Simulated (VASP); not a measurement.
# Ru2C (Pnnm) in VASP: a series of runs

Runs on Ru2C. Level: PBE. Tasks: single point.

Program: VASP 6.6.1. These are calculated values, not measurements. Logs are shortened: lines on timing, memory, paths and dates and some standing lists are left out, and cuts for length are marked.

## Step 1: The cell of the first run

Symmetry: Pnnm, No. 58, orthorhombic system. Conventional cell: a = 4.668 Å, b = 4.811 Å, c = 3.142 Å, α = 90.00°, β = 90.00°, γ = 90.00°. Ru (site symmetry m) has 3 C at 2.02 to 2.07 Å and 1 Ru at 2.69 Å within 2.7 Å. C (site symmetry 2/m) has 6 Ru at 2.02 to 2.07 Å within 2.7 Å.

## Step 2: Single point, PBE

The input, INCAR:

```
  ALGO = Normal
  EDIFF = 1E-6
  ENCUT = 520
  GGA = PE
  ISIF = 2
  ISMEAR = 0
  LASPH = True
  LCHARG = True
  LELF = True
  LREAL = False
  LVHAR = True
  LWAVE = False
  NBANDS = 41
  NELM = 80
  PREC = Accurate
  SIGMA = 0.1
```

The input, KPOINTS:

```
k-points
0
Gamma
  4 4 6
```

The input, POSCAR:

```
Ru2C
1.0
    4.6684361898      0.0000000000      0.0000000000
    0.0000000000      4.8105840866      0.0000000000
    0.0000000000      0.0000000000      3.1422166662
Ru C
4 2
Direct
    0.2250000000      0.8250000000      0.5000000000
    0.7250000000      0.6750000000      0.0000000000
    0.7750000000      0.1750000000      0.5000000000
    0.2750000000      0.3250000000      0.0000000000
    0.5000000000      0.5000000000      0.5000000000
    0.0000000000      0.0000000000      0.0000000000
```

Potentials or basis: VASP PAW PBE potentials, release 64 (Ru_pv, C).

The run is started by

```bash
> cat potpaw_PBE.64/Ru_pv/POTCAR potpaw_PBE.64/C/POTCAR > POTCAR
> mpirun -np 1 vasp_std > vasp.out
```

OUTCAR:

```text
EDIFF = 1E-6
   ENCUT = 520
   GGA = PE
   ISIF = 2
   ISMEAR = 0
   LASPH = True
   LREAL = False
   NELM = 80
   PREC = Accurate

 ion  position               nearest neighbor table
   1  0.225  0.825  0.500-   5 2.02   6 2.07   6 2.07   3 2.69   4 2.88   4 2.88   4 2.88   4 2.88
                             2 2.90   2 2.90   2 2.90   2 2.90   3 3.07
   2  0.725  0.675  0.000-   6 2.02   5 2.07   5 2.07   4 2.69   3 2.88   3 2.88   3 2.88   3 2.88
                             1 2.90   1 2.90   1 2.90   1 2.90   4 3.07
   3  0.775  0.175  0.500-   5 2.02   6 2.07   6 2.07   1 2.69   2 2.88   2 2.88   2 2.88   2 2.88
                             4 2.90   4 2.90   4 2.90   4 2.90   1 3.07
   4  0.275  0.325  0.000-   6 2.02   5 2.07   5 2.07   2 2.69   1 2.88   1 2.88   1 2.88   1 2.88
                             3 2.90   3 2.90   3 2.90   3 2.90   2 3.07
   5  0.500  0.500  0.500-   1 2.02   3 2.02   2 2.07   4 2.07   2 2.07   4 2.07
   6  0.000  0.000  0.000-   2 2.02   4 2.02   3 2.07   1 2.07   1 2.07   3 2.07

  LATTYP: Found a simple orthorhombic cell.
 ALAT       =     3.1422166662
 B/A-ratio  =     1.4857142857
 C/A-ratio  =     1.5309523810

  Lattice vectors:

 A1 = (   0.0000000000,   0.0000000000,   3.1422166662)
 A2 = (   4.6684361898,   0.0000000000,   0.0000000000)
 A3 = (   0.0000000000,   4.8105840866,   0.0000000000)

Analysis of symmetry for initial positions (statically):
=====================================================================
 Subroutine PRICEL returns:
 Original cell was already a primitive cell.

 Routine SETGRP: Setting up the symmetry group for a
 simple orthorhombic supercell.

 Subroutine GETGRP returns: Found  8 space group operations
 (whereof  4 operations were pure point group operations)
 out of a pool of  8 trial point group operations.

The static configuration has the point symmetry C_2h.
 The point group associated with its full space group is D_2h.

Analysis of symmetry for dynamics (positions and initial velocities):
=====================================================================
 Subroutine PRICEL returns:
 Original cell was already a primitive cell.

 Routine SETGRP: Setting up the symmetry group for a
 simple orthorhombic supercell.

 Subroutine GETGRP returns: Found  8 space group operations
 (whereof  4 operations were pure point group operations)
 out of a pool of  8 trial point group operations.

The dynamic configuration has the point symmetry C_2h.
 The point group associated with its full space group is D_2h.

 Subroutine INISYM returns: Found  8 space group operations
 (whereof  4 operations are pure point group operations),
 and found     1 'primitive' translations

----------------------------------------------------------------------------------------

                                     Primitive cell

  volume of cell :      70.5676

  direct lattice vectors                    reciprocal lattice vectors
     4.668436190  0.000000000  0.000000000     0.214204491  0.000000000  0.000000000
     0.000000000  4.810584087  0.000000000     0.000000000  0.207874965  0.000000000
     0.000000000  0.000000000  3.142216666     0.000000000  0.000000000  0.318246673

  length of vectors
     4.668436190  4.810584087  3.142216666     0.214204491  0.207874965  0.318246673

  position of ions in fractional coordinates (direct lattice)
     0.225000000  0.825000000  0.500000000
     0.725000000  0.675000000  0.000000000
     0.775000000  0.175000000  0.500000000
     0.275000000  0.325000000  0.000000000
     0.500000000  0.500000000  0.500000000
     0.000000000  0.000000000  0.000000000

  ion indices of the primitive-cell ions
   primitive index   ion index
                 1           1
                 2           2
                 3           3
                 4           4
                 5           5
                 6           6

----------------------------------------------------------------------------------------

 KPOINTS: k-points

Automatic generation of k-mesh.
 Grid dimensions read from file:
 generate k-points for:    4    4    6

 Generating k-lattice:

  Cartesian coordinates                     Fractional coordinates (reciprocal lattice)
     0.053551123  0.000000000  0.000000000     0.250000000  0.000000000  0.000000000
     0.000000000  0.051968741  0.000000000     0.000000000  0.250000000  0.000000000
     0.000000000  0.000000000  0.053041112     0.000000000  0.000000000  0.166666667

  Length of vectors
     0.053551123  0.051968741  0.053041112

  Shift w.r.t. Gamma in fractional coordinates (k-lattice)
     0.000000000  0.000000000  0.000000000

 Subroutine IBZKPT returns following result:
 ===========================================

 Found     36 irreducible k-points:

 Following reciprocal coordinates:
            Coordinates               Weight
  0.000000  0.000000  0.000000      1.000000
  0.250000  0.000000  0.000000      2.000000
  0.500000  0.000000  0.000000      1.000000
  0.000000  0.250000  0.000000      2.000000
  0.250000  0.250000  0.000000      4.000000
  0.500000  0.250000  0.000000      2.000000
[... 16 lines left out ...]
  0.250000  0.250000  0.333333      8.000000
  0.500000  0.250000  0.333333      4.000000
 [... further k-points ...]
   k-points           NKPTS =     36   k-points in BZ     NKDIM =     36   number of bands    NBANDS=     41
   number of dos      NEDOS =    301   number of ions     NIONS =      6
   total plane-waves  NPLWV =  31104
   dimension x,y,z NGX =    36 NGY =   36 NGZ =   24
   dimension x,y,z NGXF=    72 NGYF=   72 NGZF=   48
   ions per type =               4   2
   NGX,Y,Z   is equivalent  to a cutoff of  12.82, 12.44, 12.70 a.u.
   NGXF,Y,Z  is equivalent  to a cutoff of  25.64, 24.88, 25.40 a.u.
 SYSTEM =  unknown system
   PREC   = accura    normal or accurate (medium, high low for compatibility)
   ISTART =      0    job   : 0-new  1-cont  2-samecut
   ICHARG =      2    charge: 1-file 2-atom 10-const
   ISPIN  =      1    spin polarized calculation?
   LNONCOLLINEAR =      F non collinear calculations
   LSORBIT =      F    spin-orbit coupling
   LASPH  =      T    aspherical Exc in radial PAW
   ENCUT  =  520.0 eV  38.22 Ry    6.18 a.u.   8.68  8.94  5.84*2*pi/ulx,y,z
   NELM   =     80;   NELMIN=  2; NELMDL= -5     # of ELM steps
   EDIFF  = 0.1E-05   stopping-criterion for ELM
   LREAL  =      F    real-space projection
   EDIFFG = 0.1E-04   stopping-criterion for IOM
   NSW    =      0    number of steps for IOM
   IBRION =     -1    ionic relax: 0-MD 1-quasi-New 2-CG
   NFREE  =      0    steps in history (QN), initial steepest desc. (CG)
   ISIF   =      2    stress and relaxation
   ISYM   =      2    0-nonsym 1-usesym 2-fastsym
   POTIM  = 0.5000    time-step for ionic-motion
   TEBEG  =    0.0;   TEEND  =   0.0 temperature during run
   PSTRESS=    0.0 pullay stress
   NELECT =      64.0000    total number of electrons
   NUPDOWN=      -1.0000    fix difference up-down
   EMIN   =  10.00;   EMAX   =-10.00  energy-range for DOS
   EFERMI =   0.00;   METHOD = LEGACY
   ISMEAR =     0;   SIGMA  =   0.10  broadening in eV -4-tet -1-fermi 0-gaus
   EFERMI_NEDOS =   21; number of points for ismear=-14 and -15
   IALGO  =     38    algorithm
   IMIX   =      4    mixing-type and parameters
     AMIX     =   0.40;   BMIX     =  1.00
     AMIX_MAG =   1.60;   BMIX_MAG =  1.00
  volume/ion in A,a.u.               =      11.76        79.37
  Fermi-wavevector in a.u.,A,eV,Ry     =   1.584649  2.994552 34.165752  2.511112
  Thomas-Fermi vector in A             =   2.684234
   LORBIT       =      0    0 simple, 1 ext, 2 COOP (PROOUT), +10 PAW based schemes
   GGA     = PE    functional components
   LHFCALC =     F    Hartree Fock is set to
   AEXX    =    0.0000 exact exchange contribution
   IVDW    =     0    specifies the selected vdW correction
   LEPSILON=     F    determine dielectric tensor
   LRPA    =     F    only Hartree local field effects (RPA)
 non-spin polarized calculation
 Gauss-broadening in eV      SIGMA  =   0.10
  energy-cutoff  :      520.00
  volume of cell :       70.57
 maximum number of plane-waves:      1928
 NGX is ok and might be reduce to    36
   NGX = 17   NGY = 17   NGZ = 11

 number of electron      63.9999986 magnetization

 Free energy of the ion-electron system (eV)
  ---------------------------------------------------
  ext. energy  EPLUGINS =         0.00000000
  ---------------------------------------------------
  free energy    TOTEN  =       -53.09696589 eV

  energy without entropy =      -53.04963022  energy(sigma->0) =      -53.07329805

 E-fermi :  11.2203     XC(G=0): -13.4753

 val. band max:       11.1989239815   @ k =   0.2500   0.2500   0.3333
 cond. band min:      11.2354914685   @ k =   0.5000   0.2500   0.0000
 fundamental gap:      0.0365674870
 Fermi energy:        11.2203495343

 k-point     1 :       0.0000    0.0000    0.0000
  band No.  band energies     occupation
      1     -32.3571      2.00000
      2     -31.9597      2.00000
      3     -31.9105      2.00000
      4     -31.8548      2.00000
      5     -31.7779      2.00000
      6     -31.7056      2.00000
[... 33 lines left out ...]
     40      15.5847      0.00000
     41      15.8231      0.00000

 k-point     2 :       0.2500    0.0000    0.0000
  band No.  band energies     occupation
      1     -32.3167      2.00000
      2     -32.0785      2.00000
      3     -31.8370      2.00000
      4     -31.8281      2.00000
      5     -31.7546      2.00000
      6     -31.6692      2.00000
[... 33 lines left out ...]
     40      16.2727      0.00000
     41      16.4546      0.00000

 k-point     3 :       0.5000    0.0000    0.0000
  band No.  band energies     occupation
      1     -32.2145      2.00000
      2     -32.2145      2.00000
      3     -31.7985      2.00000
      4     -31.7985      2.00000
      5     -31.6971      2.00000
      6     -31.6971      2.00000
[... 875 lines left out ...]
      2     -32.1175      2.00000
      3     -31.9048      2.00000
      4     -31.8498      2.00000
      5     -31.7758      2.00000
      6     -31.7558      2.00000
[... 33 lines left out ...]
     40      15.5150      0.00000
     41      17.9138      0.00000

 k-point    24 :       0.5000    0.2500    0.3333
  band No.  band energies     occupation
      1     -32.1813      2.00000
      2     -32.1813      2.00000
      3     -31.8626      2.00000
      4     -31.8626      2.00000
      5     -31.7828      2.00000
      6     -31.7828      2.00000
[... 33 lines left out ...]
     40      15.5134      0.00000
     41      18.1115      0.00000

 [... further k-points ...]
[... 5 lines left out ...]
  --------------------------------------------------------------------------------------
  -------------------------------------------------------------------------------------
  Total        1.2960944      0.0533790     -0.5211068      0.0000000      0.0000000      0.0000000
  in kB       29.4267197      1.2119259    -11.8312862      0.0000000      0.0000000      0.0000000
  external PRESSURE =       6.2691198 kB  Pullay stress =       0.0000000 kB

 VOLUME and BASIS-vectors are now :
 -----------------------------------------------------------------------------
  energy-cutoff  :      520.00
  volume of cell :       70.57
      direct lattice vectors                 reciprocal lattice vectors
     4.668436190  0.000000000  0.000000000     0.214204491  0.000000000  0.000000000
     0.000000000  4.810584087  0.000000000     0.000000000  0.207874965  0.000000000
     0.000000000  0.000000000  3.142216666     0.000000000  0.000000000  0.318246673

 POSITION                                       TOTAL-FORCE (eV/Angst)
 -----------------------------------------------------------------------------------
      1.05040      3.96873      1.57111         0.251453      0.247405     -0.000000
      3.38462      3.24714      0.00000         0.251453     -0.247405     -0.000000
      3.61804      0.84185      1.57111        -0.251453     -0.247405      0.000000
      1.28382      1.56344      0.00000        -0.251453      0.247405      0.000000
      2.33422      2.40529      1.57111         0.000000      0.000000      0.000000
      0.00000      0.00000      0.00000         0.000000      0.000000      0.000000
 -----------------------------------------------------------------------------------
    total drift:                               -0.000000      0.000000      0.000000

  FREE ENERGIE OF THE ION-ELECTRON SYSTEM (eV)
  ---------------------------------------------------
  free  energy   TOTEN  =       -53.0969658865 eV

  energy  without entropy=      -53.0496302171  energy(sigma->0) =      -53.07329805
```

It took 76 s on 1 thread of Intel Xeon 6975P-C, shared host; peak memory 0.22 GiB.

Results:

```
Free energy            : -53.0970 eV
Pressure               : 0.6 GPa
Largest force          : 0.353 eV/Å
Band gap on the k mesh : zero (band 32 reaches 11.68 eV, above the bottom of band 33 at 10.66 eV)
```

Forces on the atoms (eV/Å):
```
Ru   0.251  0.247  0.000
Ru   0.251 -0.247  0.000
Ru  -0.251 -0.247  0.000
Ru  -0.251  0.247  0.000
C    0.000  0.000  0.000
C    0.000  0.000  0.000
```

## Step 3: Single point, PBE

This run uses another cell than the first one, of 11.49 Å³/atom, 0.977 times its volume.

The input, INCAR:

```
PREC = Accurate
ENCUT = 520
EDIFF = 1E-7
ISMEAR = 0
SIGMA = 0.1
LREAL = F
LASPH = T
NELM = 100
ALGO = Normal
ISIF = 2
LWAVE = F
LCHARG = F
GGA = PE
NBANDS = 41
```

The input, KPOINTS:

```
Automatic mesh
0
Gamma
  8 8 12
```

The input, POSCAR:

```
Ru2C
1.0
    4.9417019460      0.0000000000      0.0000000000
    0.0000000000      4.7993674805      0.0000000000
    0.0000000000      0.0000000000      2.9076475868
Ru C
4 2
Direct
    0.2606211469      0.8536464517      0.5000000000
    0.7606211469      0.6463535483      0.0000000000
    0.7393788531      0.1463535483      0.5000000000
    0.2393788531      0.3536464517      0.0000000000
    0.5000000000      0.5000000000      0.5000000000
    0.0000000000      0.0000000000      0.0000000000
```

Potentials or basis: VASP PAW PBE potentials, release 64 (Ru_pv, C).

The run is started by

```bash
> cat potpaw_PBE.64/Ru_pv/POTCAR potpaw_PBE.64/C/POTCAR > POTCAR
> mpirun -np 1 vasp_std > vasp.out
```

Run time: 8.9 min. Hardware: 1 thread of Oxide Virtual Turin-like, shared host; peak memory 0.42 GiB.

Results (log left out):

- Free energy: -53.4305 eV
- Pressure: 0.1 GPa
- Largest force: 0.006 eV/Å
- Band gap on the k mesh: zero (band 32 reaches 12.45 eV, above the bottom of band 33 at 11.30 eV)

Forces on the atoms (eV/Å):
```
Ru   0.006  0.001  0.000
Ru   0.006 -0.001  0.000
Ru  -0.006 -0.001  0.000
Ru  -0.006  0.001  0.000
C    0.000  0.000  0.000
C    0.000  0.000  0.000
```

Levels at points of the mesh, in eV from the Fermi level:
```tsv
k point	band 28	band 29	band 30	band 31	band 32	band 33	band 34	band 35	band 36	band 37
(0.00, 0.00, 0.00)	-1.68	-1.37	-1.25	-0.43	-0.01	0.55	0.72	1.07	1.12	2.38
(0.50, 0.00, 0.00)	-1.64	-0.88	-0.88	-0.66	-0.66	-0.12	-0.12	0.89	0.89	2.67
(0.00, 0.50, 0.00)	-1.49	-1.49	-1.49	-1.22	-1.22	-0.15	-0.15	0.73	0.73	2.98
(0.50, 0.50, 0.00)	-1.70	-1.27	-1.27	-0.97	-0.97	-0.39	-0.39	0.16	0.16	3.20
(0.00, 0.00, 0.50)	-1.27	-0.73	-0.73	0.32	0.32	0.91	0.91	2.16	2.16	2.61
(0.50, 0.00, 0.50)	-1.81	-1.53	-1.53	0.14	0.14	0.63	0.63	1.92	1.92	3.61
(0.00, 0.50, 0.50)	-0.36	-0.06	-0.06	0.73	0.73	1.09	1.09	1.31	1.31	2.50
(0.50, 0.50, 0.50)	-1.08	-0.77	-0.77	0.43	0.43	0.65	0.65	1.05	1.05	3.04
```
